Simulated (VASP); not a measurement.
# N (P-1) in VASP: notebook, part 2 of 2

VASP 6.6.1.

## 3. Single point, r2SCAN, collinear spin, ferromagnetic start (atom 1 (N) moved by (+0.100, -0.200) A along [1 1 0] and z)

File POSCAR:

```
N
1.0
    3.6290016496      0.0000000000      0.0000000000
   -1.8145008248      3.1428076190      0.0000000000
    0.0000000000      0.0000000000      5.8900000000
N
2
Direct
    0.3640678212      0.6891658733      0.2160441426
    0.6666666667      0.3333333333      0.7500000000
```

File INCAR.step1:

```
SYSTEM = N
ALGO     = Normal         ! electronic algorithm
EDIFF    = 1E-4           ! SCF threshold, eV
ENCUT    = 520            ! plane-wave cutoff, eV
GGA      = PE             ! functional
ISMEAR   = 0              ! smearing method
ISPIN    = 2              ! spin polarisation
LASPH    = .TRUE.         ! aspherical terms in the spheres
LCHARG   = .FALSE.        ! write CHGCAR
LREAL    = .FALSE.        ! projectors in reciprocal space
LWAVE    = .TRUE.         ! write WAVECAR
MAGMOM   = 3.2 3.2        ! initial moments
NBANDS   = 16             ! bands
NELM     = 150            ! most SCF steps
PREC     = Accurate       ! precision mode
SIGMA    = 0.05           ! smearing width, eV
```

File INCAR.step2:

```
SYSTEM = N
ALGO     = Normal         ! electronic algorithm
EDIFF    = 1E-6           ! SCF threshold, eV
ENCUT    = 520            ! plane-wave cutoff, eV
ISIF     = 2              ! what is computed and relaxed
ISMEAR   = 0              ! smearing method
ISPIN    = 2              ! spin polarisation
ISTART   = 1            
LASPH    = .TRUE.         ! aspherical terms in the spheres
LCHARG   = .FALSE.        ! write CHGCAR
LMIXTAU  = .TRUE.       
LORBIT   = 11             ! projections on sites
LREAL    = .FALSE.        ! projectors in reciprocal space
LWAVE    = .FALSE.        ! write WAVECAR
MAGMOM   = 3.2 3.2        ! initial moments
METAGGA  = R2SCAN         ! meta-GGA
NBANDS   = 16             ! bands
NELM     = 150            ! most SCF steps
PREC     = Accurate       ! precision mode
SIGMA    = 0.05           ! smearing width, eV
```

File KPOINTS:

```
k-points
0
G
  6 6 4
  0 0 0
```

Potentials or basis: VASP PAW PBE potentials, release 64 (N).

Started as:

```sh
$ cat potpaw_PBE.64/N/POTCAR > POTCAR
$ cp INCAR.step1 INCAR
$ mpirun -np 1 vasp_std > vasp.out
$ cp INCAR.step2 INCAR
$ mpirun -np 1 vasp_std > vasp.out
```

OUTCAR:

```text
SYSTEM = N
   EDIFF = 1E-6
   ENCUT = 520
   ISIF = 2
   ISMEAR = 0
   ISPIN = 2
   ISTART = 1
   LASPH = .TRUE.
   LORBIT = 11
   LREAL = .FALSE.
   METAGGA = R2SCAN
   NELM = 150
   PREC = Accurate

 ion  position               nearest neighbor table
   1  0.364  0.689  0.216-
   2  0.667  0.333  0.750-

  LATTYP: Found a hexagonal cell.
 ALAT       =     3.6290016496
 C/A-ratio  =     1.6230359114

  Lattice vectors:

 A1 = (   3.6290016496,   0.0000000000,   0.0000000000)
 A2 = (  -1.8145008248,   3.1428076190,   0.0000000000)
 A3 = (   0.0000000000,   0.0000000000,   5.8900000000)

Analysis of symmetry for initial positions (statically):
=====================================================================
 Subroutine PRICEL returns:
 Original cell was already a primitive cell.

 Routine SETGRP: Setting up the symmetry group for a
 hexagonal supercell.

 Subroutine GETGRP returns: Found  2 space group operations
 (whereof  1 operations were pure point group operations)
 out of a pool of 24 trial point group operations.

The static configuration has the point symmetry C_1 .
 The point group associated with its full space group is S_2 .

Analysis of symmetry for dynamics (positions and initial velocities):
=====================================================================
 Subroutine PRICEL returns:
 Original cell was already a primitive cell.

 Routine SETGRP: Setting up the symmetry group for a
 hexagonal supercell.

 Subroutine GETGRP returns: Found  2 space group operations
 (whereof  1 operations were pure point group operations)
 out of a pool of 24 trial point group operations.

The dynamic configuration has the point symmetry C_1 .
 The point group associated with its full space group is S_2 .

Analysis of structural, dynamic, and magnetic symmetry:
=====================================================================
 Subroutine PRICEL returns:
 Original cell was already a primitive cell.

[... 152 lines left out ...]
  free energy    TOTEN  =        -8.86912526 eV

  energy without entropy =       -8.86912526  energy(sigma->0) =       -8.86912526

 E-fermi :  -5.7659     XC(G=0):  -5.3132

 val. band max:       -5.9887538091   @ k =   0.0000   0.0000   0.0000
 cond. band min:      -2.0702372750   @ k =   0.0000   0.0000   0.0000
 fundamental gap:      3.9185165341
 Fermi energy:        -5.7658657838

 spin component 1

 k-point     1 :       0.0000    0.0000    0.0000
  band No.  band energies     occupation
      1     -19.2485      1.00000
      2     -18.9443      1.00000
      3      -7.2044      1.00000
      4      -6.1548      1.00000
      5      -6.1298      1.00000
      6      -6.0214      1.00000
[... 435 lines left out ...]
      5      -6.2595      1.00000
      6      -6.1874      1.00000
[... 8 lines left out ...]
     15      13.2360      0.00000
     16      13.8538      0.00000

 [... further k-points ...]

 spin component 2

 k-point     1 :       0.0000    0.0000    0.0000
  band No.  band energies     occupation
      1     -13.2923      1.00000
      2     -12.7662      1.00000
      3      -2.0702      0.00000
      4      -0.0965      0.00000
      5      -0.0571      0.00000
      6       0.1200      0.00000
[... 435 lines left out ...]
      5      -0.3507      0.00000
      6      -0.1655      0.00000
[... 8 lines left out ...]
     15      15.8662      0.00000
     16      16.4093      0.00000

 [... further k-points ...]

------------------------ aborting loop because EDIFF is reached ----------------------------------------

  FORCE on cell =-STRESS in cart. coord.  units (eV):
  Direction    XX          YY          ZZ          XY          YZ          ZX
  --------------------------------------------------------------------------------------
  -------------------------------------------------------------------------------------
  Total        0.0702564      0.0823108      0.1070789     -0.0061670     -0.0062029     -0.0052970
  in kB        1.6756227      1.9631216      2.5538432     -0.1470841     -0.1479388     -0.1263336
  external PRESSURE =       2.0641958 kB  Pullay stress =       0.0000000 kB

 VOLUME and BASIS-vectors are now :
 -----------------------------------------------------------------------------
  energy-cutoff  :      520.00
  volume of cell :       67.18
      direct lattice vectors                 reciprocal lattice vectors
     3.629001650  0.000000000  0.000000000     0.275557880  0.159093416  0.000000000
    -1.814500825  3.142807619  0.000000000     0.000000000  0.318186832  0.000000000
     0.000000000  0.000000000  5.890000000     0.000000000  0.000000000  0.169779287

 POSITION                                       TOTAL-FORCE (eV/Angst)
 -----------------------------------------------------------------------------------
      0.07071      2.16592      1.27250        -0.003643     -0.004164      0.048110
      1.81450      1.04760      4.41750         0.003643      0.004164     -0.048110
 -----------------------------------------------------------------------------------
    total drift:                                0.000002     -0.000002      0.000010

  FREE ENERGIE OF THE ION-ELECTRON SYSTEM (eV)
  ---------------------------------------------------
  free  energy   TOTEN  =        -8.8691252629 eV

  energy  without entropy=       -8.8691252629  energy(sigma->0) =       -8.86912526

 total charge

# of ion       s       p       d       tot
------------------------------------------
    1        1.359   1.940   0.000   3.299
    2        1.359   1.940   0.000   3.299
--------------------------------------------------
tot          2.718   3.881   0.000   6.599

 magnetization (x)

# of ion       s       p       d       tot
------------------------------------------
    1        0.051   1.940   0.000   1.991
    2        0.051   1.940   0.000   1.991
--------------------------------------------------
tot          0.101   3.880   0.000   3.981
```

OSZICAR.step1:

```text
N       E                     dE             d eps       ncg     rms          rms(c)
DAV:   1     0.435319474763E+02    0.43532E+02   -0.40433E+03  4864   0.488E+02
DAV:   2    -0.246133848603E+01   -0.45993E+02   -0.38779E+02  6984   0.111E+02
DAV:   3    -0.608521789666E+01   -0.36239E+01   -0.36135E+01  5512   0.316E+01
DAV:   4    -0.610847203398E+01   -0.23254E-01   -0.23253E-01  6200   0.320E+00
DAV:   5    -0.610861295852E+01   -0.14092E-03   -0.14092E-03  5592   0.225E-01    0.207E+00
DAV:   6    -0.613702696133E+01   -0.28414E-01   -0.79004E-02  4904   0.172E+00    0.940E-01
DAV:   7    -0.618679631360E+01   -0.49769E-01   -0.47820E-02  4880   0.156E+00    0.346E-01
DAV:   8    -0.619763022238E+01   -0.10834E-01   -0.41262E-03  4944   0.478E-01    0.136E-01
DAV:   9    -0.619739093271E+01    0.23929E-03   -0.51085E-04  4960   0.154E-01    0.835E-02
DAV:  10    -0.619748337711E+01   -0.92444E-04   -0.18051E-04  5000   0.101E-01
   1 F= -.61974834E+01 E0= -.61974834E+01  d E =-.610784E-11  mag=     6.0003
```

Wall time 12 min (1 thread of Oxide Virtual Turin-like, shared host); peak memory 0.25 GiB.

What came out:

* Free energy: -8.8691 eV
* Pressure: 0.2 GPa
* Largest force: 0.048 eV/Å
* Band gap on the k mesh: 3.92 eV
* Net moment: 6.00 μB per cell
* Site moments: N +1.99 μB
* Valence electrons inside the program's atomic spheres: N 3.30

Forces on the atoms (eV/Å):
```
N   -0.004 -0.004  0.048
N    0.004  0.004 -0.048
```

Levels at points of the mesh, in eV from the valence-band top:
Spin up:
```tsv
k point	band 5	band 6	band 7	band 8	band 9	band 10	band 11	band 12
(0.00, 0.00, 0.00)	-0.14	-0.03	-0.01	0.00	8.31	12.26	12.61	18.91
(0.50, 0.00, 0.00)	-0.64	-0.41	-0.20	-0.13	11.92	12.16	13.09	14.33
(0.00, 0.50, 0.00)	-0.56	-0.40	-0.29	-0.13	11.91	12.14	13.32	14.46
(0.50, 0.50, 0.00)	-0.58	-0.40	-0.27	-0.13	11.91	12.14	13.26	14.43
(0.00, 0.00, 0.50)	-0.12	-0.11	-0.06	-0.05	9.50	9.83	15.57	16.41
(0.50, 0.00, 0.50)	-0.33	-0.32	-0.25	-0.21	12.04	12.21	13.26	13.51
(0.00, 0.50, 0.50)	-0.32	-0.27	-0.25	-0.21	12.07	12.19	13.25	13.47
(0.50, 0.50, 0.50)	-0.33	-0.27	-0.25	-0.20	12.06	12.20	13.25	13.48
```
Spin down:
```tsv
k point	band 1	band 2	band 3	band 4	band 5	band 6
(0.00, 0.00, 0.00)	-7.30	-6.78	3.92	5.89	5.93	6.11
(0.50, 0.00, 0.00)	-6.83	-6.63	4.04	4.59	4.99	5.46
(0.00, 0.50, 0.00)	-6.79	-6.66	4.10	4.53	5.11	5.46
(0.50, 0.50, 0.00)	-6.80	-6.65	4.09	4.55	5.08	5.46
(0.00, 0.00, 0.50)	-7.14	-6.96	4.75	5.03	5.97	5.99
(0.50, 0.00, 0.50)	-6.76	-6.69	4.03	4.14	5.60	5.62
(0.00, 0.50, 0.50)	-6.75	-6.70	4.00	4.09	5.61	5.69
(0.50, 0.50, 0.50)	-6.75	-6.70	4.01	4.10	5.60	5.68
```

Caveat: the cell differs from its parent crystal (atom 1 (N) moved by (+0.100, -0.200) A along [1 1 0] and z); the PAW data sets were made with another functional, which shifts forces and pressure a little. A k mesh can miss the band edges.
